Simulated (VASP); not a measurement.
Write the native input for VASP 6.6.1 that does the following.

```yaml
Task: single point
Functional: PBE
Potentials_or_basis: VASP PAW PBE potentials, release 64 (Ru_pv)
Cutoff: 520 eV
k_mesh: 22 × 22 × 22
Occupations: gaussian, width 0.15 eV
Spin: no spin polarisation
Dipole_correction: no
Further_INCAR_settings: ALGO = Fast; EDIFF = 1e-06; NBANDS = 13
```

The structure of Ru lies in POSCAR:

```
Ru
1.0
    0.0000000000      1.8566612774      2.0057511780
    1.8566612774      0.0000000000      2.0057511780
    1.8566612774      1.8566612774      0.0000000000
Ru
1
Direct
    0.0000000000      0.0000000000      0.0000000000
```

These files were run (other wordings do the same):

INCAR

```
PREC = Accurate
ENCUT = 520
EDIFF = 1E-6
ISMEAR = 0
SIGMA = 0.15
LREAL = False
LASPH = True
NELM = 60
ALGO = Fast
ISIF = 2
LWAVE = False
LCHARG = False
GGA = PE
NBANDS = 13
```

KPOINTS

```
Automatic mesh
0
Gamma
  22 22 22
```

Potentials or basis: VASP PAW PBE potentials, release 64 (Ru_pv).

Command:

```console
$ cat potpaw_PBE.64/Ru_pv/POTCAR > POTCAR
$ mpirun -np 1 vasp_std > vasp.out
```

It gave:

The pressure is 0.8 GPa. The band gap on the k mesh is zero (bands 7 and 8 overlap by 3.60 eV).

Wall time 51 s on 1 thread of Intel(R) Xeon(R) 6975P-C (Granite Rapids), on a shared host, peak memory 0.23 GiB.
